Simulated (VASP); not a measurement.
Set up this calculation in VASP 6.6.1, as the native input.

```
Task                   : single point
Functional             : LDA
Potentials or basis    : VASP PAW LDA potentials, release 64 (Ni, Si)
Cutoff                 : 600 eV
k mesh                 : 9 × 9 × 9
Occupations            : fermi-dirac, width 0.05 eV
Spin                   : collinear spin, ferromagnetic start
Starting moments       : [1.0, 0.0, 0.0] μB
Dipole correction      : no
Further INCAR settings : ALGO = Normal; EDIFF = 1e-06; NBANDS = 20
```

The structure of Si2Ni lies in POSCAR:

```
Si2Ni
1.0
    0.0000000000      2.6478212519      2.6478212519
    2.6478212519      0.0000000000      2.6478212519
    2.6478212519      2.6478212519      0.0000000000
Ni Si
1 2
Direct
    0.0000000000      0.0000000000      0.0000000000
    0.7500000000      0.7500000000      0.7500000000
    0.2500000000      0.2500000000      0.2500000000
```

These files were run (other wordings do the same):

INCAR

```
PREC = Accurate
ENCUT = 600
EDIFF = 1E-6
ISMEAR = -1
SIGMA = 0.05
LREAL = F
LASPH = T
NELM = 200
ALGO = Normal
ISIF = 2
LWAVE = F
LCHARG = F
ISPIN = 2
MAGMOM = 1 0 0
LORBIT = 11
LMAXMIX = 4
GGA = CA
NBANDS = 20
GGA_COMPAT = F
```

KPOINTS

```
regular mesh
0
Gamma
  9 9 9
```

Potentials or basis: VASP PAW LDA potentials, release 64 (Ni, Si).

Run with:

```bash
$ cat potpaw_LDA.64/Ni/POTCAR potpaw_LDA.64/Si/POTCAR > POTCAR
$ mpirun -np 1 vasp_std > vasp.out
```

It gave:

* Pressure: 5.9 GPa
* Band gap on the k mesh: zero (filled and empty bands overlap)
* Net moment: 0.00 μB per cell
* Valence electrons inside the program's atomic spheres: Ni 10.00; Si 1.64

Caveat: the cell stands under pressure; the moments typed at the start vanished in this run.

Wall time 87 s on 1 thread of Intel(R) Xeon(R) Platinum 8259CL CPU @ 2.50GHz (Skylake/Cascade Lake), on a shared host, peak memory 0.19 GiB.
